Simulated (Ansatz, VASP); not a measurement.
One calculation of Ba, two programs

```
CELL_PARAMETERS angstrom
-2.53679 2.53679 2.53679
2.53679 -2.53679 2.53679
2.53679 2.53679 -2.53679
ATOMIC_POSITIONS crystal
Ba 0.00000 0.00000 0.00000
```

Alike in both runs: task single point; functional r2SCAN; k mesh 3 × 3 × 3; occupations fermi-dirac, width 0.1 eV; no spin polarisation.

```csv
,VASP,Ansatz
version,VASP 6.6.1,Ansatz 0.2.0
potentials or method,"VASP PAW PBE potentials, release 64 (Ba_sv), cutoff 520 eV","plane waves (500 eV) with PAW, scalar-relativistic"
valence electrons in the cell,10,10
```

```csv
,VASP,Ansatz,Ansatz less VASP
pressure (GPa),-0.4,-0.6,-0.22
```

VASP's potentials were made for PBE, not for r2SCAN. The functional is the same, so the differences come from potentials, cutoffs and numerics.

The k mesh is coarse, so the values compare programs but aren't converged. Spin-orbit coupling is off throughout.
